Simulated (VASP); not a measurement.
# BN (P6_3/mmc) in VASP: a series of runs

Runs on BN. Level: LDA. Tasks: single point, relaxation of cell and atoms.

All numbers are computed with VASP 6.6.1; they aren't measurements. Logs are shortened: lines on timing, memory, paths and dates and some standing lists are left out, and cuts for length are marked.

## (1) The cell of the first run

The structure is hexagonal, space group P6_3/mmc (No. 194). Conventional cell: a = 2.489 Å, b = 2.489 Å, c = 6.496 Å, α = 90.00°, β = 90.00°, γ = 120.00°. Within 1.9 Å of B (site symmetry -6m2) lie 3 N at 1.44 Å. N (site symmetry -6m2) has 3 B at 1.44 Å within 1.9 Å.

## (2) Single point, LDA

Input file INCAR:

```
SYSTEM = BN
  PREC = Accurate
  ENCUT = 520
  EDIFF = 1E-6
  ISMEAR = 0
  SIGMA = 0.02
  LREAL = .False.
  LASPH = .True.
  NELM = 80
  ALGO = Normal
  ISIF = 2
  LWAVE = .False.
  LCHARG = .False.
  NBANDS = 16
```

Input file KPOINTS:

```
Automatic mesh
0
Gamma
  12 12 4
  0 0 0
```

Input file POSCAR:

```
BN
1.0
    2.4889461754      0.0000000000      0.0000000000
   -1.2444730877      2.1554906165      0.0000000000
    0.0000000000      0.0000000000      6.4956613712
B N
2 2
Direct
    0.3333333333      0.6666666667      0.2500000000
    0.6666666667      0.3333333333      0.7500000000
    0.3333333333      0.6666666667      0.7500000000
    0.6666666667      0.3333333333      0.2500000000
```

Potentials or basis: VASP PAW LDA potentials, release 64 (B, N).

Launch:

```
$ cat potpaw_LDA.64/B/POTCAR potpaw_LDA.64/N/POTCAR > POTCAR
$ mpirun -np 1 vasp_std > vasp.out
```

OUTCAR:

```text
SYSTEM = BN
   PREC = Accurate
   ENCUT = 520
   EDIFF = 1E-6
   ISMEAR = 0
   LREAL = .False.
   LASPH = .True.
   NELM = 80
   ISIF = 2

 ion  position               nearest neighbor table
   1  0.333  0.667  0.250-   4 1.44   4 1.44   4 1.44
   2  0.667  0.333  0.750-   3 1.44   3 1.44   3 1.44
   3  0.333  0.667  0.750-   2 1.44   2 1.44   2 1.44
   4  0.667  0.333  0.250-   1 1.44   1 1.44   1 1.44

  LATTYP: Found a hexagonal cell.
 ALAT       =     2.4889461754
 C/A-ratio  =     2.6098038742

  Lattice vectors:

 A1 = (   2.4889461754,   0.0000000000,   0.0000000000)
 A2 = (  -1.2444730877,   2.1554906165,   0.0000000000)
 A3 = (   0.0000000000,   0.0000000000,   6.4956613712)

Analysis of symmetry for initial positions (statically):
=====================================================================
 Subroutine PRICEL returns:
 Original cell was already a primitive cell.

 Routine SETGRP: Setting up the symmetry group for a
 hexagonal supercell.

 Subroutine GETGRP returns: Found 24 space group operations
 (whereof 12 operations were pure point group operations)
 out of a pool of 24 trial point group operations.

The static configuration has the point symmetry D_3d.
 The point group associated with its full space group is D_6h.

Analysis of symmetry for dynamics (positions and initial velocities):
=====================================================================
 Subroutine PRICEL returns:
 Original cell was already a primitive cell.

 Routine SETGRP: Setting up the symmetry group for a
 hexagonal supercell.

 Subroutine GETGRP returns: Found 24 space group operations
 (whereof 12 operations were pure point group operations)
 out of a pool of 24 trial point group operations.

The dynamic configuration has the point symmetry D_3d.
 The point group associated with its full space group is D_6h.

 Subroutine INISYM returns: Found 24 space group operations
 (whereof 12 operations are pure point group operations),
 and found     1 'primitive' translations

----------------------------------------------------------------------------------------

                                     Primitive cell

  volume of cell :      34.8486
[... 85 lines left out ...]
   ISTART =      0    job   : 0-new  1-cont  2-samecut
   ICHARG =      2    charge: 1-file 2-atom 10-const
   ISPIN  =      1    spin polarized calculation?
   LNONCOLLINEAR =      F non collinear calculations
   LSORBIT =      F    spin-orbit coupling
   LASPH  =      T    aspherical Exc in radial PAW
   ENCUT  =  520.0 eV  38.22 Ry    6.18 a.u.   4.63  4.63 12.08*2*pi/ulx,y,z
   NELM   =     80;   NELMIN=  2; NELMDL= -5     # of ELM steps
   EDIFF  = 0.1E-05   stopping-criterion for ELM
   LREAL  =      F    real-space projection
   EDIFFG = 0.1E-04   stopping-criterion for IOM
   NSW    =      0    number of steps for IOM
   IBRION =     -1    ionic relax: 0-MD 1-quasi-New 2-CG
   NFREE  =      0    steps in history (QN), initial steepest desc. (CG)
   ISIF   =      2    stress and relaxation
   ISYM   =      2    0-nonsym 1-usesym 2-fastsym
   POTIM  = 0.5000    time-step for ionic-motion
   TEBEG  =    0.0;   TEEND  =   0.0 temperature during run
   PSTRESS=    0.0 pullay stress
   NELECT =      16.0000    total number of electrons
   NUPDOWN=      -1.0000    fix difference up-down
   EMIN   =  10.00;   EMAX   =-10.00  energy-range for DOS
   EFERMI =   0.00;   METHOD = LEGACY
   ISMEAR =     0;   SIGMA  =   0.02  broadening in eV -4-tet -1-fermi 0-gaus
   EFERMI_NEDOS =   21; number of points for ismear=-14 and -15
   IALGO  =     38    algorithm
   IMIX   =      4    mixing-type and parameters
     AMIX     =   0.40;   BMIX     =  1.00
     AMIX_MAG =   1.60;   BMIX_MAG =  1.00
  volume/ion in A,a.u.               =       8.71        58.79
  Fermi-wavevector in a.u.,A,eV,Ry     =   1.262951  2.386631 21.701906  1.595045
  Thomas-Fermi vector in A             =   2.396333
   LORBIT       =      0    0 simple, 1 ext, 2 COOP (PROOUT), +10 PAW based schemes
   GGA     = CA    functional components
   LHFCALC =     F    Hartree Fock is set to
   AEXX    =    0.0000 exact exchange contribution
   IVDW    =     0    specifies the selected vdW correction
   LEPSILON=     F    determine dielectric tensor
   LRPA    =     F    only Hartree local field effects (RPA)
 non-spin polarized calculation
 Gauss-broadening in eV      SIGMA  =   0.02
  energy-cutoff  :      520.00
  volume of cell :       34.85
 maximum number of plane-waves:       961
 NGX is ok and might be reduce to    20
   NGX =  9   NGY =  9   NGZ = 25

 number of electron      16.0000002 magnetization

 Free energy of the ion-electron system (eV)
  ---------------------------------------------------
  ext. energy  EPLUGINS =         0.00000000
  ---------------------------------------------------
  free energy    TOTEN  =       -38.58047402 eV

  energy without entropy =      -38.58047402  energy(sigma->0) =      -38.58047402

 E-fermi :   2.5952     XC(G=0): -10.6966

 val. band max:        2.4288612174   @ k =   0.3333   0.2500   0.0000
 cond. band min:       6.4813004847   @ k =   0.5000   0.0000   0.0000
 fundamental gap:      4.0524392673
 Fermi energy:         2.5951695763

 k-point     1 :       0.0000    0.0000    0.0000
  band No.  band energies     occupation
      1     -15.3121      2.00000
      2     -14.9430      2.00000
      3      -4.1124      2.00000
      4      -1.6695      2.00000
      5       1.0893      2.00000
      6       1.0893      2.00000
[... 433 lines left out ...]
      3      -4.4744      2.00000
      4      -4.4008      2.00000
      5      -1.2039      2.00000
      6      -1.1508      2.00000
[... 8 lines left out ...]
     15      19.2315      0.00000
     16      21.0850      0.00000

 [... further k-points ...]
[... 5 lines left out ...]
  --------------------------------------------------------------------------------------
  -------------------------------------------------------------------------------------
  Total        0.1673170      0.1673170     -0.0452412     -0.0000000      0.0000000      0.0000000
  in kB        7.6924691      7.6924691     -2.0799834     -0.0000000      0.0000000      0.0000000
  external PRESSURE =       4.4349849 kB  Pullay stress =       0.0000000 kB

 VOLUME and BASIS-vectors are now :
 -----------------------------------------------------------------------------
  energy-cutoff  :      520.00
  volume of cell :       34.85
      direct lattice vectors                 reciprocal lattice vectors
     2.488946175  0.000000000  0.000000000     0.401776467  0.231965751  0.000000000
    -1.244473088  2.155490616  0.000000000     0.000000000  0.463931502  0.000000000
     0.000000000  0.000000000  6.495661371     0.000000000  0.000000000  0.153948912

 POSITION                                       TOTAL-FORCE (eV/Angst)
 -----------------------------------------------------------------------------------
     -0.00000      1.43699      1.62392         0.000000      0.000000      0.000000
      1.24447      0.71850      4.87175         0.000000     -0.000000      0.000000
     -0.00000      1.43699      4.87175        -0.000000      0.000000      0.000000
      1.24447      0.71850      1.62392         0.000000     -0.000000      0.000000
 -----------------------------------------------------------------------------------
    total drift:                               -0.000000      0.000000      0.000000

  FREE ENERGIE OF THE ION-ELECTRON SYSTEM (eV)
  ---------------------------------------------------
  free  energy   TOTEN  =       -38.5804740188 eV

  energy  without entropy=      -38.5804740188  energy(sigma->0) =      -38.58047402
```

OSZICAR:

```text
N       E                     dE             d eps       ncg     rms          rms(c)
DAV:   1     0.425241648884E+02    0.42524E+02   -0.79439E+03  1824   0.924E+02
DAV:   2    -0.397732979979E+02   -0.82297E+02   -0.75055E+02  2536   0.210E+02
DAV:   3    -0.426331399966E+02   -0.28598E+01   -0.28483E+01  2336   0.378E+01
DAV:   4    -0.426473656256E+02   -0.14226E-01   -0.14223E-01  2280   0.310E+00
DAV:   5    -0.426474859908E+02   -0.12037E-03   -0.12036E-03  2312   0.265E-01    0.112E+01
DAV:   6    -0.390696636110E+02    0.35778E+01   -0.57676E+00  2160   0.181E+01    0.485E+00
DAV:   7    -0.387019023587E+02    0.36776E+00   -0.48249E-01  2472   0.487E+00    0.301E+00
DAV:   8    -0.385860489430E+02    0.11585E+00   -0.27659E-01  2312   0.354E+00    0.474E-01
DAV:   9    -0.385804877293E+02    0.55612E-02   -0.16338E-02  2144   0.986E-01    0.187E-01
DAV:  10    -0.385804603685E+02    0.27361E-04   -0.68078E-04  2344   0.198E-01    0.248E-02
DAV:  11    -0.385804739920E+02   -0.13624E-04   -0.23667E-05  2160   0.397E-02    0.181E-02
DAV:  12    -0.385804740188E+02   -0.26763E-07   -0.55032E-06  2176   0.168E-02
   1 F= -.38580474E+02 E0= -.38580474E+02  d E =-.219488E-33
```

stdout:

```text
POSCAR found type information on POSCAR B N
 POSCAR found :  2 types and       4 ions
 scaLAPACK will be used
 LDA part: xc-table for (Slater(with rela. corr.)+CA(PZ))
 , standard interpolation
 POSCAR, INCAR and KPOINTS ok, starting setup
 FFT: planning ... GRIDC
 FFT: planning ... GRID_SOFT
 FFT: planning ... GRID
 WAVECAR not read
 entering main loop
```

It took 16 s on 1 thread of Intel Xeon Platinum 8488C (Sapphire Rapids), shared host; peak memory 0.14 GiB.

Results:

```
Free energy            : -38.5805 eV
Pressure               : 0.4 GPa
Band gap on the k mesh : 4.05 eV (least direct gap 4.47 eV)
```

## (3) Relaxation of cell and atoms, LDA

This run uses another cell than the first one, of 9.00 Å³/atom.

Input file INCAR:

```
PREC     = Accurate       # precision mode
ENCUT    = 600            # plane-wave cutoff, eV
EDIFF    = 1E-6           # SCF threshold, eV
ISMEAR   = 0              # smearing method
SIGMA    = 0.02           # smearing width, eV
LREAL    = F              # projectors in reciprocal space
LASPH    = T              # aspherical terms in the spheres
NELM     = 100            # most SCF steps
ALGO     = Normal         # electronic algorithm
ISIF     = 3              # what is computed and relaxed
LWAVE    = F              # write WAVECAR
LCHARG   = F              # write CHGCAR
IBRION   = 2              # ionic algorithm
NSW      = 70             # ionic steps
EDIFFG   = -0.005         # ionic threshold
```

Input file KPOINTS:

```
Automatic mesh
0
Gamma
  12 12 4
```

Input file POSCAR:

```
BN
1.0
    2.5064254169      0.0000000000      0.0000000000
   -1.2532127085      2.1706280837      0.0000000000
    0.0000000000      0.0000000000      6.6141240277
B N
2 2
Direct
    0.3333333333      0.6666666667      0.2500000000
    0.6666666667      0.3333333333      0.7500000000
    0.3333333333      0.6666666667      0.7500000000
    0.6666666667      0.3333333333      0.2500000000
```

Potentials or basis: VASP PAW LDA potentials, release 64 (B, N).

Launch:

```
$ cat potpaw_LDA.64/B/POTCAR potpaw_LDA.64/N/POTCAR > POTCAR
$ mpirun -np 1 vasp_std > vasp.out
```

OUTCAR:

```text
PREC = Accurate
   ENCUT = 600
   EDIFF = 1E-6
   ISMEAR = 0
   LREAL = F
   LASPH = T
   NELM = 100
   ISIF = 3
   IBRION = 2
   NSW = 70
   EDIFFG = -0.005

 ion  position               nearest neighbor table
   1  0.333  0.667  0.250-   4 1.45   4 1.45   4 1.45
   2  0.667  0.333  0.750-   3 1.45   3 1.45   3 1.45
   3  0.333  0.667  0.750-   2 1.45   2 1.45   2 1.45
   4  0.667  0.333  0.250-   1 1.45   1 1.45   1 1.45

  LATTYP: Found a hexagonal cell.
 ALAT       =     2.5064254169
 C/A-ratio  =     2.6388672821

  Lattice vectors:

 A1 = (   2.5064254169,   0.0000000000,   0.0000000000)
 A2 = (  -1.2532127085,   2.1706280837,   0.0000000000)
 A3 = (   0.0000000000,   0.0000000000,   6.6141240277)

Analysis of symmetry for initial positions (statically):
=====================================================================
 Subroutine PRICEL returns:
 Original cell was already a primitive cell.

 Routine SETGRP: Setting up the symmetry group for a
 hexagonal supercell.

 Subroutine GETGRP returns: Found 24 space group operations
 (whereof 12 operations were pure point group operations)
 out of a pool of 24 trial point group operations.

The static configuration has the point symmetry D_3d.
 The point group associated with its full space group is D_6h.

[... 176 lines left out ...]
  in kB      -70.9189016    -70.9189016     -7.2480057      0.0000000     -0.0000000      0.0000000
  external PRESSURE =     -49.6952697 kB  Pullay stress =       0.0000000 kB
[... 291 lines left out ...]
--------------------------------------- Ionic step        9  -------------------------------------------

 number of electron      16.0000000 magnetization

 Free energy of the ion-electron system (eV)
  ---------------------------------------------------
  ext. energy  EPLUGINS =         0.00000000
  ---------------------------------------------------
  free energy    TOTEN  =       -38.58772269 eV

  energy without entropy =      -38.58772269  energy(sigma->0) =      -38.58772269

 E-fermi :   2.6166     XC(G=0): -10.7522

 val. band max:        2.5129658754   @ k =   0.3333   0.2500   0.0000
 cond. band min:       6.5404885439   @ k =   0.5000  -0.0000   0.0000
 fundamental gap:      4.0275226685
 Fermi energy:         2.6166057105

 k-point     1 :       0.0000    0.0000    0.0000
  band No.  band energies     occupation
      1     -15.2435      2.00000
      2     -14.8486      2.00000
      3      -4.0776      2.00000
      4      -1.5272      2.00000
      5       1.1604      2.00000
      6       1.1604      2.00000
      7       1.2102      2.00000
      8       1.2102      2.00000
      9       7.6486      0.00000
     10      12.9697      0.00000
     11      14.0376      0.00000
     12      14.0376      0.00000
[... 331 lines left out ...]
 k-point    24 :       0.3333   -0.0000    0.2500
  band No.  band energies     occupation
      1     -13.1708      2.00000
      2     -12.9691      2.00000
      3      -4.4018      2.00000
      4      -4.3212      2.00000
      5      -1.1307      2.00000
      6      -1.0725      2.00000
      7      -0.9222      2.00000
      8       0.5446      2.00000
      9       9.1956      0.00000
     10       9.9322      0.00000
     11      11.4963      0.00000
     12      12.8431      0.00000

 [... further k-points ...]
[... 5 lines left out ...]
  --------------------------------------------------------------------------------------
  -------------------------------------------------------------------------------------
  Total        0.0127119      0.0127119     -0.0048221     -0.0000000      0.0000000      0.0000000
  in kB        0.5894080      0.5894080     -0.2235853     -0.0000000      0.0000000      0.0000000
  external PRESSURE =       0.3184102 kB  Pullay stress =       0.0000000 kB
[... 19 lines left out ...]
  FREE ENERGIE OF THE ION-ELECTRON SYSTEM (eV)
  ---------------------------------------------------
  free  energy   TOTEN  =       -38.5877226883 eV

  energy  without entropy=      -38.5877226883  energy(sigma->0) =      -38.58772269

 reached required accuracy - stopping structural energy minimisation
```

OSZICAR:

```text
N       E                     dE             d eps       ncg     rms          rms(c)
DAV:   1     0.643121412082E+02    0.64312E+02   -0.88864E+03  1368   0.137E+03
DAV:   2    -0.381907111960E+02   -0.10250E+03   -0.92952E+02  2008   0.263E+02
DAV:   3    -0.424657190920E+02   -0.42750E+01   -0.42406E+01  1740   0.557E+01
[... 70 lines left out ...]
DAV:   3    -0.385880967366E+02    0.27783E-02   -0.50061E-03  1620   0.551E-01    0.872E-02
DAV:   4    -0.385877403557E+02    0.35638E-03   -0.70223E-04  1708   0.224E-01    0.264E-02
DAV:   5    -0.385877249163E+02    0.15439E-04   -0.77413E-05  1616   0.745E-02    0.153E-02
DAV:   6    -0.385877226988E+02    0.22176E-05   -0.68348E-06  1664   0.248E-02    0.239E-03
DAV:   7    -0.385877226883E+02    0.10457E-07   -0.29908E-07   812   0.480E-03
   9 F= -.38587723E+02 E0= -.38587723E+02  d E =-.224216E-02
```

Wall time 67 s (1 thread of Intel Xeon Platinum 8488C (Sapphire Rapids), shared host); peak memory 0.14 GiB.

What came out:

| Property | Result |
| --- | --- |
| Free energy | -38.5877 eV |
| Relaxed volume | 8.64 Å³/atom |
| Relaxed cell | a = 2.490 Å, b = 2.490 Å, c = 6.435 Å, α = 90.00°, β = 90.00°, γ = 120.00° |
| Space group after relaxing (to 0.1 Å) | P6_3/mmc (No. 194) |
| Energy gained by relaxing | 3.2 meV/atom |
| Ionic steps | 9 |
| Pressure after relaxing | 0.0 GPa |
| Band gap on the k mesh | 4.03 eV (least direct gap 4.43 eV) |

Stress tensor (GPa, compression positive):
```
 0.06  0.00  0.00
 0.00  0.06  0.00
 0.00  0.00 -0.02
```

The path:
```
step  energy change (eV)  largest force (eV/Å)  pressure (GPa)  volume (Å³)
   1              0.0000                0.0000           -4.97        35.98
   2              0.0308                0.0000            9.89        34.55
   3             -0.0106                0.0000           -0.28        35.50
   4             -0.0106                0.0000           -0.17        35.49
   5             -0.0108                0.0000           -0.15        35.43
   6             -0.0115                0.0000           -0.12        35.26
   7             -0.0124                0.0000           -0.06        34.92
   8             -0.0126                0.0000            0.14        34.23
   9             -0.0128                0.0000            0.03        34.55
```

Final structure:
```
B N
1.0
     2.49002    0.00000    0.00000
    -1.24501    2.15642    0.00000
     0.00000    0.00000    6.43526
B N
2 2
Direct
  0.33333 0.66667 0.25000
  0.66667 0.33333 0.75000
  0.33333 0.66667 0.75000
  0.66667 0.33333 0.25000
```

Levels at points of the mesh, in eV from the valence-band top:
```
           k point  band 5  band 6  band 7  band 8  band 9  band 10  band 11  band 12
(0.00, 0.00, 0.00)   -1.35   -1.35   -1.30   -1.30    5.14    10.46    11.52    11.52
(0.50, 0.00, 0.00)   -4.22   -4.13   -1.63   -0.40    4.03     5.68     9.63    10.06
(0.00, 0.00, 0.50)   -1.33   -1.33   -1.33   -1.33    7.75     7.75    11.60    11.60
(0.50, 0.00, 0.50)   -4.18   -4.18   -0.99   -0.99    4.55     4.55    10.07    10.07
```
